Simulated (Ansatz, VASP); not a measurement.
# Two plane-wave programs on KCl

Contents of POSCAR:

```
KCl
1.0
    3.7704587602      0.0000000000      0.0000000000
    0.0000000000      3.7704587602      0.0000000000
    0.0000000000      0.0000000000      3.7704587602
K Cl
1 1
Direct
    0.0000000000      0.0000000000      0.0000000000
    0.5000000000      0.5000000000      0.5000000000
```

The input INCAR.step1:

```
PREC = Accurate
ENCUT = 600
ISMEAR = 0
SIGMA = 0.01
LREAL = F
LASPH = T
NELM = 100
GGA = PE
ALGO = Normal
EDIFF = 1E-4
LWAVE = T
LCHARG = F
```

Contents of INCAR.step2:

```
PREC = Accurate
ENCUT = 600
EDIFF = 1E-6
ISMEAR = 0
SIGMA = 0.01
LREAL = F
LASPH = T
NELM = 100
ALGO = Normal
ISIF = 3
LWAVE = F
LCHARG = F
METAGGA = R2SCAN
LMIXTAU = T
IBRION = 2
NSW = 80
EDIFFG = -0.001
ISTART = 1
```

The input KPOINTS:

```
Automatic mesh
0
Gamma
  6 6 6
```

Input for Ansatz:

```yaml
crystal:
  lattice:
    - [3.7704587559, 0.0, 0.0]
    - [0.0, 3.7704587559, 0.0]
    - [0.0, 0.0, 3.7704587559]
  atoms:
    - { symbol: K, position: [0.0, 0.0, 0.0] }
    - { symbol: Cl, position: [0.5, 0.5, 0.5] }
basis:
  ecutwfc: 500
kpoints:
  mp_grid: { grid: [6, 6, 6] }
hamiltonian:
  xc: r2scan
scf:
  occupations: { method: fixed }
output:
  forces: true
  stress: true
  eigenvalues: true
relax:
  adjacent_minimum: "off"
  f_tol: 0.001
  max_steps: 60
  cell: { stress_tol: 0.01 }
```

Alike in both runs: task relaxation of cell and atoms; functional r2SCAN; k mesh 6 × 6 × 6; no spin polarisation.

|  | VASP | Ansatz |
| --- | --- | --- |
| version | VASP 6.6.1 | Ansatz 0.2.0 |
| potentials or method | VASP PAW PBE potentials, release 64 (K_sv, Cl), cutoff 600 eV | scalar-relativistic, plane waves, PAW |
| occupations | gaussian, width 0.01 eV | fixed |
| valence electrons in the cell | 16 | 16 |

|  | VASP | Ansatz | Ansatz less VASP |
| --- | --- | --- | --- |
| gap on the k mesh at the Fermi level, each at its own relaxed structure (eV) | 5.81 | 5.80 | -0.003 |
| relaxed volume (Å³/atom) | 26.82 | 26.80 | -0.020 |
| relaxed length of the cell vector where the two differ most in proportion (Å) | 3.771 | 3.770 | -0.0010 |

VASP's potentials were made for PBE, not for r2SCAN.
